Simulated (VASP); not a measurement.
# HgTe (Coloradoite) (P1) in VASP: further runs, part 2 of 2

VASP 6.6.1. The steps go on from the part before.

### 3 Single point, PBE

This run uses another cell than the first one, of 32.89 Å³/atom, 0.990 times its volume.

INCAR reads:

```
PREC     = Accurate       # precision mode
ENCUT    = 500            # plane-wave cutoff, eV
EDIFF    = 1E-6           # SCF threshold, eV
ISMEAR   = 0              # smearing method
SIGMA    = 0.01           # smearing width, eV
LREAL    = F              # projectors in reciprocal space
LASPH    = T              # aspherical terms in the spheres
NELM     = 120            # most SCF steps
ALGO     = Normal         # electronic algorithm
ISIF     = 2              # what is computed and relaxed
LWAVE    = F              # write WAVECAR
LCHARG   = F              # write CHGCAR
GGA      = PE             # functional
NBANDS   = 16             # bands
GGA_COMPAT= F
```

KPOINTS reads:

```
Automatic mesh
0
Gamma
  3 3 3
```

POSCAR reads:

```
HgTe
1.0
    0.0147153923      3.2057591887      3.1223486714
    3.2059189216     -0.0272644073      3.1643284710
    3.2170403239      3.2588703738     -0.0383957929
Hg Te
1 1
Direct
    0.0015000000      0.9970100000      0.0008700000
    0.2536100000      0.2585600000      0.2402600000
```

Potentials or basis: VASP PAW PBE potentials, release 64 (Hg, Te).

The run is started by

```console
cat potpaw_PBE.64/Hg/POTCAR potpaw_PBE.64/Te/POTCAR > POTCAR
mpirun -np 1 vasp_std > vasp.out
```

OUTCAR:

```text
PREC = Accurate
   ENCUT = 500
   EDIFF = 1E-6
   ISMEAR = 0
   LREAL = F
   LASPH = T
   NELM = 120
   ISIF = 2
   GGA = PE

 ion  position               nearest neighbor table
   1  0.002  0.997  0.001-   2 2.74   2 2.75   2 2.77   2 2.84
   2  0.254  0.259  0.240-   1 2.74   1 2.75   1 2.77   1 2.84

  LATTYP: Found a triclinic cell.
 ALAT       =     4.5429047801
 B/A-ratio  =     0.9915734226
 C/A-ratio  =     0.9905070103
 COS(alpha) =     0.0129903702
 COS(beta)  =     0.4850230245
[... 444 lines left out ...]

------------------------ aborting loop because EDIFF is reached ----------------------------------------

  FORCE on cell =-STRESS in cart. coord.  units (eV):
  Direction    XX          YY          ZZ          XY          YZ          ZX
  --------------------------------------------------------------------------------------
  -------------------------------------------------------------------------------------
  Total        2.8510553      2.7788306      2.6849890     -0.3917064      0.3374603      0.2276015
  in kB       69.4505523     67.6911871     65.4052429     -9.5418099      8.2203962      5.5442815
  external PRESSURE =      67.5156608 kB  Pullay stress =       0.0000000 kB

 VOLUME and BASIS-vectors are now :
 -----------------------------------------------------------------------------
  energy-cutoff  :      500.00
  volume of cell :       65.77
      direct lattice vectors                 reciprocal lattice vectors
     0.014715392  3.205759189  3.122348671    -0.156770387  0.156645358  0.160180587
     3.205918922 -0.027264407  3.164328471     0.156577717 -0.152729105  0.156071176
     3.217040324  3.258870374 -0.038395793     0.155525396  0.151484588 -0.156264331

 POSITION                                       TOTAL-FORCE (eV/Angst)
 -----------------------------------------------------------------------------------
      3.19915     -0.01954      3.15952        -0.173130     -0.089458      0.226017
      1.60558      1.58894      1.60080         0.173130      0.089458     -0.226017
 -----------------------------------------------------------------------------------
    total drift:                               -0.000431      0.000011     -0.000103

  FREE ENERGIE OF THE ION-ELECTRON SYSTEM (eV)
  ---------------------------------------------------
  free  energy   TOTEN  =        -3.1887754497 eV

  energy  without entropy=       -3.1887685618  energy(sigma->0) =       -3.18877201
```

OSZICAR:

```text
N       E                     dE             d eps       ncg     rms          rms(c)
DAV:   1     0.105056122679E+03    0.10506E+03   -0.78371E+03   448   0.942E+02
DAV:   2     0.123593372060E+00   -0.10493E+03   -0.98174E+02   544   0.230E+02
DAV:   3    -0.340831984052E+01   -0.35319E+01   -0.35249E+01   560   0.432E+01
DAV:   4    -0.344051078947E+01   -0.32191E-01   -0.32189E-01   680   0.379E+00
DAV:   5    -0.344060071410E+01   -0.89925E-04   -0.89924E-04   576   0.181E-01    0.827E+00
DAV:   6    -0.319855664344E+01    0.24204E+00   -0.45546E-01   464   0.918E+00    0.649E+00
DAV:   7    -0.318867919661E+01    0.98774E-02   -0.13369E-01   512   0.239E+00    0.236E+00
DAV:   8    -0.318842462905E+01    0.25457E-03   -0.13486E-02   456   0.132E+00    0.629E-01
DAV:   9    -0.318867142974E+01   -0.24680E-03   -0.92200E-04   488   0.352E-01    0.156E-01
DAV:  10    -0.318874148801E+01   -0.70058E-04   -0.12463E-04   520   0.974E-02    0.534E-02
DAV:  11    -0.318877861903E+01   -0.37131E-04   -0.71204E-05   448   0.602E-02    0.464E-02
DAV:  12    -0.318877579959E+01    0.28194E-05   -0.63599E-06   600   0.235E-02    0.253E-02
DAV:  13    -0.318877544972E+01    0.34987E-06   -0.10282E-06   344   0.534E-03
   1 F= -.31887754E+01 E0= -.31887720E+01  d E =-.688795E-05
```

It took 32 s on 1 thread of Intel Xeon 8259CL, shared host; peak memory 0.2 GiB.

What came out:

```yaml
Free_energy: -3.1888 eV
Pressure: 6.8 GPa
Largest_force: 0.298 eV/Å
Band_gap_on_the_k_mesh: 0.04 eV, direct
```

Forces on the atoms (eV/Å):
```
Hg  -0.173 -0.089  0.226
Te   0.173  0.089 -0.226
```

Caveat: the k points lie up to 0.57 Å⁻¹ apart; spin-orbit coupling is left out, which moves the levels of the heavy elements.
